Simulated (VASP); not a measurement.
# Br (Pm-3m) in VASP: further runs, part 2 of 2

VASP 6.6.1. The steps go on from the part before.

## (5) Single point, LDA (volume scaled by 0.68)

INCAR reads:

```
PREC = Accurate
ENCUT = 520
EDIFF = 1E-6
ISMEAR = -1
SIGMA = 0.1
LREAL = F
LASPH = T
NELM = 80
ALGO = Normal
ISIF = 2
LWAVE = F
LCHARG = F
GGA = CA
NBANDS = 10
```

KPOINTS reads:

```
Automatic mesh
0
Gamma
  12 12 12
```

POSCAR reads:

```
Br
1.0
    2.6254218465      0.0000000000      0.0000000000
    0.0000000000      2.6254218465      0.0000000000
    0.0000000000      0.0000000000      2.6254218465
Br
1
Direct
    0.0000000000      0.0000000000      0.0000000000
```

Potentials or basis: VASP PAW LDA potentials, release 64 (Br).

On the command line:

```console
> cat potpaw_LDA.64/Br/POTCAR > POTCAR
> mpirun -np 1 vasp_std > vasp.out
```

OUTCAR:

```text
PREC = Accurate
   ENCUT = 520
   EDIFF = 1E-6
   ISMEAR = -1
   LREAL = F
   LASPH = T
   NELM = 80
   ISIF = 2
   GGA = CA

 ion  position               nearest neighbor table
   1  0.000  0.000  0.000-

  LATTYP: Found a simple cubic cell.
 ALAT       =     2.6254218465

  Lattice vectors:

 A1 = (   2.6254218465,   0.0000000000,   0.0000000000)
 A2 = (   0.0000000000,   2.6254218465,   0.0000000000)
 A3 = (   0.0000000000,   0.0000000000,   2.6254218465)

Analysis of symmetry for initial positions (statically):
=====================================================================
 Subroutine PRICEL returns:
 Original cell was already a primitive cell.

 Routine SETGRP: Setting up the symmetry group for a
 simple cubic supercell.

 Subroutine GETGRP returns: Found 48 space group operations
 (whereof 48 operations were pure point group operations)
 out of a pool of 48 trial point group operations.

The static configuration has the point symmetry O_h .

Analysis of symmetry for dynamics (positions and initial velocities):
=====================================================================
 Subroutine PRICEL returns:
[... 155 lines left out ...]
 E-fermi :   7.9169     XC(G=0): -11.2215

 val. band max:        7.8968706622   @ k =   0.5000   0.5000   0.1667
 cond. band min:       7.9318054169   @ k =   0.1667   0.0833   0.0000
 fundamental gap:      0.0349347547
 Fermi energy:         7.9168915141

 k-point     1 :       0.0000    0.0000    0.0000
  band No.  band energies     occupation
      1     -12.4055      2.00000
      2       7.5002      1.96947
      3       7.5002      1.96947
      4       7.5002      1.96947
      5      14.8330      0.00000
      6      14.8330      0.00000
      7      15.3342      0.00000
      8      31.3086      0.00000
      9      31.3086      0.00000
     10      31.3086      0.00000
[... 287 lines left out ...]
 k-point    24 :       0.4167    0.3333    0.0000
  band No.  band energies     occupation
      1      -8.6060      2.00000
      2      -0.0868      2.00000
      3       1.7990      2.00000
      4      10.0487      0.00000
      5      11.6299      0.00000
      6      19.8146      0.00000
      7      23.4779      0.00000
      8      25.0493      0.00000
      9      25.2432      0.00000
     10      26.7781      0.00000

 [... further k-points ...]
[... 5 lines left out ...]
  --------------------------------------------------------------------------------------
  -------------------------------------------------------------------------------------
  Total        5.1218876      5.1218876      5.1218876      0.0000000      0.0000000     -0.0000000
  in kB      453.4645546    453.4645546    453.4645546      0.0000000      0.0000000     -0.0000000
  external PRESSURE =     453.4645546 kB  Pullay stress =       0.0000000 kB

 VOLUME and BASIS-vectors are now :
 -----------------------------------------------------------------------------
  energy-cutoff  :      520.00
  volume of cell :       18.10
      direct lattice vectors                 reciprocal lattice vectors
     2.625421847  0.000000000  0.000000000     0.380891170  0.000000000  0.000000000
     0.000000000  2.625421847  0.000000000     0.000000000  0.380891170  0.000000000
     0.000000000  0.000000000  2.625421847     0.000000000  0.000000000  0.380891170

 POSITION                                       TOTAL-FORCE (eV/Angst)
 -----------------------------------------------------------------------------------
      0.00000      0.00000      0.00000         0.000000      0.000000      0.000000
 -----------------------------------------------------------------------------------
    total drift:                               -0.000000     -0.000000      0.000000

  FREE ENERGIE OF THE ION-ELECTRON SYSTEM (eV)
  ---------------------------------------------------
  free  energy   TOTEN  =        -0.9696428898 eV

  energy  without entropy=       -0.9486008249  energy(sigma->0) =       -0.95912186
```

OSZICAR:

```text
N       E                     dE             d eps       ncg     rms          rms(c)
DAV:   1     0.191010498547E+02    0.19101E+02   -0.32306E+03  1680   0.554E+02
DAV:   2    -0.411713618066E+00   -0.19513E+02   -0.18629E+02  2156   0.101E+02
DAV:   3    -0.985216624490E+00   -0.57350E+00   -0.56825E+00  2126   0.153E+01
DAV:   4    -0.986346055167E+00   -0.11294E-02   -0.11293E-02  1990   0.813E-01
DAV:   5    -0.986347996708E+00   -0.19415E-05   -0.19428E-05  2020   0.330E-02    0.171E+01
DAV:   6    -0.973675705465E+00    0.12672E-01   -0.11208E-02  1836   0.521E-01    0.102E+01
DAV:   7    -0.969882291043E+00    0.37934E-02   -0.15766E-02  1810   0.622E-01    0.175E-01
DAV:   8    -0.969642192034E+00    0.24010E-03   -0.75454E-04  1812   0.152E-01    0.208E-02
DAV:   9    -0.969642849417E+00   -0.65738E-06   -0.18650E-05  1954   0.283E-02    0.107E-02
DAV:  10    -0.969642889778E+00   -0.40361E-07   -0.71083E-07  1150   0.460E-03
   1 F= -.96964289E+00 E0= -.95912186E+00  d E =-.210421E-01
```

stdout:

```text
POSCAR found type information on POSCAR Br
 POSCAR found :  1 types and       1 ions
 scaLAPACK will be used
 LDA part: xc-table for (Slater(with rela. corr.)+CA(PZ))
 , standard interpolation
 POSCAR, INCAR and KPOINTS ok, starting setup
 FFT: planning ... GRIDC
 FFT: planning ... GRID_SOFT
 FFT: planning ... GRID
 WAVECAR not read
 entering main loop
```

Wall time 6.1 s (1 thread of Intel Xeon Platinum 8488C (Sapphire Rapids), shared host); peak memory 0.12 GiB.

What came out:

```
Free energy : -0.9696 eV
Pressure    : 45.3 GPa
```

Caveat: an odd number of electrons without spin polarisation forces a metal; a magnetic or distorted state may lie lower.

## (6) Overview

```tsv
cell	gap on the mesh (eV)	pressure (GPa)
a = 2.253 Å, 1 atom	none	229.9
a = 2.370 Å, 1 atom	none	144.0
a = 2.490 Å, 1 atom	none	91.2
a = 2.625 Å, 1 atom	none	45.3
```

Alike in all rows: task single point; level LDA; potentials or basis VASP PAW LDA potentials, release 64 (Br); no spin polarisation; k mesh 12 × 12 × 12; cutoff (eV) 520; smearing fermi-dirac 0.1 eV.

Caveats: an odd number of electrons without spin polarisation forces a metal; a magnetic or distorted state may lie lower.

Total energies depend on the potentials used, so only differences within one code and one set of settings carry meaning.
